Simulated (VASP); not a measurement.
Set up this calculation in VASP 6.6.1, as the native input.

| Property | Result |
| --- | --- |
| Task | relaxation of cell and atoms |
| Functional | PBE |
| Potentials or basis | VASP PAW PBE potentials, release 64 (Cu, B, Pt) |
| Cutoff | 600 eV |
| k mesh | 12 × 12 × 10 |
| Occupations | gaussian, width 0.1 eV |
| Spin | no spin polarisation |
| Dipole correction | no |
| Further INCAR settings | ALGO = Normal; EDIFF = 1e-06; IBRION = 2; EDIFFG = -0.01; NSW = 100; ISIF = 3 |

The structure of Cu3B5Pt lies in POSCAR:

```
Cu3B5Pt
1.0
    5.2292074122      0.0000000000      0.0000000000
   -2.6146037061      4.5286264606      0.0000000000
    0.0000000000      0.0000000000      3.5931384378
Cu B Pt
3 5 1
Direct
    0.5124673738      0.0000000000      0.5000000000
    0.4875326262      0.4875326262      0.5000000000
    0.0000000000      0.5124673738      0.5000000000
    0.3121496648      0.0000000000      0.0000000000
    0.0000000000      0.3121496648      0.0000000000
    0.6666666667      0.3333333333      0.0000000000
    0.3333333333      0.6666666667      0.0000000000
    0.6878503352      0.6878503352      0.0000000000
    0.0000000000      0.0000000000      0.5000000000
```

One way to write it, as run:

INCAR

```
SYSTEM = Cu3B5Pt
PREC = Accurate ; ENCUT = 600
EDIFF = 1E-6 ; ISMEAR = 0
SIGMA = 0.1 ; LREAL = .False.
LASPH = .True. ; NELM = 100
ALGO = Normal ; ISIF = 3
LWAVE = .False. ; LCHARG = .False.
GGA = PE ; IBRION = 2
NSW = 100 ; EDIFFG = -0.01
```

KPOINTS

```
Automatic mesh
0
Gamma
  12 12 10
  0 0 0
```

Potentials or basis: VASP PAW PBE potentials, release 64 (Cu, B, Pt).

Command:

```bash
$ cat potpaw_PBE.64/Cu/POTCAR potpaw_PBE.64/B/POTCAR potpaw_PBE.64/Pt/POTCAR > POTCAR
$ mpirun -np 1 vasp_std > vasp.out
```

It gave:

The energy gained by relaxing is 0.2 meV/atom. The ionic steps are 7. The pressure after relaxing is 0.0 GPa, the largest force after relaxing is 0.007 eV/Å and the band gap on the k mesh is zero (band 29 reaches 10.36 eV, above the bottom of band 30 at 7.64 eV).

Caveat: spin-orbit coupling is left out, which moves the levels of the heavy elements.

Run time: 32 min on 1 thread of AMD EPYC 7R43 64-Core Processor (Zen 3) (shared host), peak memory 0.49 GiB.
